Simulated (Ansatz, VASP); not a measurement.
**As in VASP and in Ansatz**

The input INCAR:

```
SYSTEM = As
PREC = Accurate
ENCUT = 520
EDIFF = 1E-6
ISMEAR = 0
SIGMA = 0.1
LREAL = .False.
LASPH = .True.
NELM = 60
ALGO = Normal
ISIF = 2
LWAVE = .False.
LCHARG = .False.
GGA = PE
NBANDS = 12
```

Contents of KPOINTS:

```
regular mesh
0
Gamma
  15 15 15
  0 0 0
```

File POSCAR:

```
As
1.0
    1.8322293912      1.0578381322      3.4499362844
   -1.8322293912      1.0578381322      3.4499362844
    0.0000000000     -2.1156762645      3.4499362844
As
2
Direct
    0.2332776132      0.2332776132      0.2332776132
    0.7667223868      0.7667223868      0.7667223868
```

Input for Ansatz:

```yaml
crystal:
  lattice:
    - [1.8322293912, 1.0578381322, 3.4499362844]
    - [-1.8322293912, 1.0578381322, 3.4499362844]
    - [0.0, -2.1156762645, 3.4499362844]
  atoms:
    - { symbol: As, position: [0.2332776132, 0.2332776132, 0.2332776132] }
    - { symbol: As, position: [0.7667223868, 0.7667223868, 0.7667223868] }
basis:
  ecutwfc: 420
kpoints:
  mp_grid: { grid: [15, 15, 15] }
hamiltonian:
  xc: pbe
scf:
  occupations: { method: gaussian, width: 0.1 }
output:
  forces: true
  stress: true
  eigenvalues: true
```

Alike in both runs: task single point; functional PBE; k mesh 15 × 15 × 15; occupations gaussian, width 0.1 eV; no spin polarisation.

|  | VASP | Ansatz |
| --- | --- | --- |
| version | VASP 6.6.1 | Ansatz 0.2.0 |
| potentials or method | VASP PAW PBE potentials, release 64 (As), cutoff 520 eV | scalar-relativistic, plane waves, PAW |
| valence electrons in the cell | 10 | 30 |

|  | VASP | Ansatz | Ansatz less VASP |
| --- | --- | --- | --- |
| gap on the k mesh at the Fermi level (eV) | none | none | - |
| pressure (GPa) | 6.4 | 6.1 | -0.32 |
| traceless stress, the component that is largest in VASP (GPa) | -2.90 | -2.88 | +0.013 |
| rms of the force components (eV/Å) | 0.143 | 0.175 | +0.0328 |

Atom by atom the forces differ by 0.033 eV/Å (rms over components). A gap of «none» marks a metal or a gap that the smearing closes. VASP's potentials hold 10 valence electrons a cell and Ansatz's 30, so a difference there can come from the potentials and not from the codes.
